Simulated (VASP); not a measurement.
# Sb3As (P4/mmm) in VASP: notebook, part 2 of 2

VASP 6.6.1. The steps go on from the part before.

### Step 4. Single point, PBE

This run uses another cell than the first one, of 25.13 Å³/atom.

Input file INCAR:

```
  PREC = Accurate
  ENCUT = 520
  EDIFF = 1E-6
  ISMEAR = 0
  SIGMA = 0.1
  LREAL = F
  LASPH = T
  NELM = 60
  ALGO = Normal
  ISIF = 2
  LWAVE = F
  LCHARG = F
  GGA = PE
  NBANDS = 18
```

Input file KPOINTS:

```
regular mesh
0
Gamma
  6 6 4
```

Input file POSCAR:

```
Sb3As
1.0
    3.7100388517      0.0000000000      0.0000000000
    0.0000000000      3.7100388517      0.0000000000
    0.0000000000      0.0000000000      7.3034709420
Sb As
3 1
Direct
    0.5000000000      0.5000000000      0.2270107756
    0.5000000000      0.5000000000      0.7729892244
    0.0000000000      0.0000000000      0.5000000000
    0.0000000000      0.0000000000      0.0000000000
```

The run is started by

```console
cat potpaw_PBE.64/Sb/POTCAR potpaw_PBE.64/As/POTCAR > POTCAR
mpirun -np 1 vasp_std > vasp.out
```

Run time: 37 s. Hardware: 1 thread of Oxide Virtual Turin-like, shared host; peak memory 0.18 GiB.

Results (log left out):

```
Free energy            : -15.9793 eV
Pressure               : -0.2 GPa
Largest force          : 0.007 eV/Å
Band gap on the k mesh : zero (bands 10 and 11 overlap by 3.83 eV)
```

Forces on the atoms (eV/Å):
```
Sb   0.000  0.000  0.007
Sb   0.000  0.000 -0.007
Sb   0.000  0.000  0.000
As   0.000  0.000  0.000
```

Levels at points of the mesh, in eV from the Fermi level:
```
           k point  band 6  band 7  band 8  band 9  band 10  band 11  band 12  band 13  band 14  band 15
(0.00, 0.00, 0.00)   -2.24   -1.75   -0.58    0.00     0.61     0.61     1.01     1.01     3.12     3.37
(0.50, 0.00, 0.00)   -5.63   -0.34    0.02    0.09     0.65     0.81     1.31     1.73     2.14     3.35
(0.50, 0.50, 0.00)   -5.76   -2.89   -2.87   -2.79    -2.79    -2.66    -2.66     1.51     2.43     4.01
(0.00, 0.00, 0.50)   -1.89   -1.89   -1.38   -0.88    -0.88     2.87     3.23     3.60     3.64     3.64
(0.50, 0.00, 0.50)   -3.49   -3.42   -3.15    0.11     1.08     1.53     1.68     2.13     2.19     2.70
(0.50, 0.50, 0.50)   -5.26   -4.67   -4.67   -1.35    -1.29    -0.85    -0.13     0.52     0.52     0.95
```

Caveat: spin-orbit coupling is left out, which moves the levels of the heavy elements.

### Step 5. Relaxation of cell and atoms, PBE

This run uses another cell than the first one, of 28.08 Å³/atom.

Input file INCAR:

```
ALGO     = Normal         # electronic algorithm
EDIFF    = 1E-7           # SCF threshold, eV
EDIFFG   = -0.04          # ionic threshold
ENCUT    = 600            # plane-wave cutoff, eV
GGA      = PE             # functional
IBRION   = 2              # ionic algorithm
ISIF     = 3              # what is computed and relaxed
ISMEAR   = 0              # smearing method
LASPH    = T              # aspherical terms in the spheres
LCHARG   = F              # write CHGCAR
LREAL    = F              # projectors in reciprocal space
LWAVE    = F              # write WAVECAR
NELM     = 100            # most SCF steps
NSW      = 90             # ionic steps
PREC     = Accurate       # precision mode
SIGMA    = 0.1            # smearing width, eV
```

Input file KPOINTS:

```
k-points
0
Gamma
  4 4 2
```

Input file POSCAR:

```
Sb3As
1.0
    3.8747134300      0.0000000000      0.0000000000
    0.0000000000      3.8747134300      0.0000000000
    0.0000000000      0.0000000000      7.4826425900
Sb As
3 1
Direct
    0.5000000000      0.5000000000      0.2365449100
    0.5000000000      0.5000000000      0.7634550900
    0.0000000000      0.0000000000      0.5000000000
    0.0000000000      0.0000000000      0.0000000000
```

The run is started by

```console
cat potpaw_PBE.64/Sb/POTCAR potpaw_PBE.64/As/POTCAR > POTCAR
mpirun -np 1 vasp_std > vasp.out
```

Run time: 60 s. Hardware: 1 thread of Oxide Virtual Turin-like, shared host; peak memory 0.22 GiB.

The run converged. Its results:

- Free energy: -16.0575 eV
- Relaxed volume: 25.48 Å³/atom
- Relaxed cell: a = 3.706 Å, b = 3.706 Å, c = 7.422 Å, α = 90.00°, β = 90.00°, γ = 90.00°
- Space group after relaxing (to 0.1 Å): P4/mmm (No. 123)
- Energy gained by relaxing: 55.1 meV/atom
- Ionic steps: 6
- Pressure after relaxing: -0.2 GPa
- Largest force after relaxing: 0.032 eV/Å
- Band gap on the k mesh: zero (bands 10 and 11 overlap by 4.00 eV)

Forces in eV/Å, atoms in the order of the input:
```
Sb   0.000  0.000 -0.032
Sb   0.000  0.000  0.032
Sb   0.000  0.000  0.000
As   0.000  0.000  0.000
```

Step by step:
| step | energy change (eV) | largest force (eV/Å) | pressure (GPa) | volume (Å³) |
| --- | --- | --- | --- | --- |
| 1 | 0.0000 | 0.0106 | -5.00 | 112.34 |
| 2 | -0.1874 | 0.0060 | 2.12 | 98.67 |
| 3 | -0.2017 | 0.0075 | 0.28 | 101.21 |
| 4 | -0.2184 | 0.0494 | 0.64 | 100.64 |
| 5 | -0.2191 | 0.0380 | 0.56 | 100.74 |
| 6 | -0.2203 | 0.0323 | -0.24 | 101.93 |

Final structure:
```
CELL_PARAMETERS angstrom
3.70573 0.00000 0.00000
0.00000 3.70573 0.00000
0.00000 0.00000 7.42233
ATOMIC_POSITIONS crystal
Sb 0.50000 0.50000 0.23630
Sb 0.50000 0.50000 0.76370
Sb 0.00000 0.00000 0.50000
As 0.00000 0.00000 0.00000
```

Levels at points of the mesh, in eV from the Fermi level:
```tsv
k point	band 6	band 7	band 8	band 9	band 10	band 11	band 12	band 13	band 14
(0.00, 0.00, 0.00)	-1.92	-1.87	-0.22	0.17	0.65	0.65	1.17	1.17	3.35
(0.50, 0.00, 0.00)	-5.47	-0.27	0.12	0.25	0.54	1.14	1.18	1.79	2.29
(0.50, 0.50, 0.00)	-5.49	-2.70	-2.70	-2.69	-2.57	-2.53	-2.53	1.41	2.30
(0.00, 0.00, 0.50)	-1.50	-1.50	-1.38	-0.82	-0.82	3.07	3.12	3.54	3.54
(0.50, 0.00, 0.50)	-3.42	-3.30	-3.15	0.33	1.47	1.61	1.79	2.48	2.53
(0.50, 0.50, 0.50)	-4.88	-4.63	-4.63	-1.23	-0.91	-0.82	-0.26	0.68	0.68
```

Caveat: the k points lie up to 0.42 Å⁻¹ apart in the final cell, too coarse for converged energies and pressures of a metal; spin-orbit coupling is left out, which moves the levels of the heavy elements.

### Step 6. Overview

```csv
task,cell,k mesh,cutoff (eV),gap on the mesh (eV),pressure (GPa),largest force (eV/Å)
single point,"a = 3.706, b = 3.706, c = 7.440 Å, 4 atoms, atomic positions A",4 × 4 × 2,520,none,-0.4,-
single point,"a = 3.875, b = 3.875, c = 7.483 Å, 4 atoms, atomic positions B",4 × 4 × 2,520,none,-5.0,0.01
single point,"a = 3.710, b = 3.710, c = 7.303 Å, 4 atoms, atomic positions C",6 × 6 × 4,520,none,-0.2,0.01
relaxation of cell and atoms,"relaxed from a = 3.875, b = 3.875, c = 7.483 Å, 4 atoms, atomic positions B",4 × 4 × 2,600,none,-0.2,0.03
```

Alike in all rows: level PBE; potentials or basis VASP PAW PBE potentials, release 64 (Sb, As); no spin polarisation; smearing gaussian 0.1 eV.

Caveats: some runs use coarse meshes; spin-orbit coupling is left out, which moves the levels of the heavy elements.

Absolute energies hang on the potentials; compare differences alone.
